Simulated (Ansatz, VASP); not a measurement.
## One calculation of SiO2, two programs

```
Si O
1.0
     4.88754    0.00000    0.00000
    -2.44377    4.23273    0.00000
     0.00000    0.00000    5.60773
Si O
3 6
Cartesian
  -1.2219 2.1164 1.8692
  1.2219 2.1164 3.7385
  2.4438 0.0000 0.0000
  0.9203 3.3532 4.6731
  2.4438 2.4736 2.8039
  3.3641 0.8796 0.9346
  1.5235 0.8796 4.6731
  0.0000 1.7591 2.8039
  -0.9203 3.3532 0.9346
```

Change from the starting cell: strain -0.030 along x and y, +0.015 along z, atoms carried along.

Alike in both runs: task single point; functional LDA; k mesh 6 × 6 × 4; occupations gaussian, width 0.05 eV; no spin polarisation.

```csv
,VASP,Ansatz
version,VASP 6.6.1,Ansatz 0.2.0
potentials or method,"VASP PAW LDA potentials, release 64 (Si, O), cutoff 520 eV","scalar-relativistic, plane waves, PAW"
valence electrons in the cell,48,48
```

```csv
,VASP,Ansatz,Ansatz less VASP
gap on the k mesh at the Fermi level (eV),5.62,5.62,+0.004
least direct gap on the mesh (eV),5.74,5.74,+0.001
pressure (GPa),9.9,9.2,-0.69
"traceless stress, the component that is largest in VASP (GPa)",-1.80,-1.88,-0.082
rms of the force components (eV/Å),0.214,0.210,-0.0043
```

LDA's correlation is that of Perdew and Zunger in VASP and of Perdew and Wang (1992) in Ansatz. Atom by atom the forces differ by 0.004 eV/Å (rms over components).
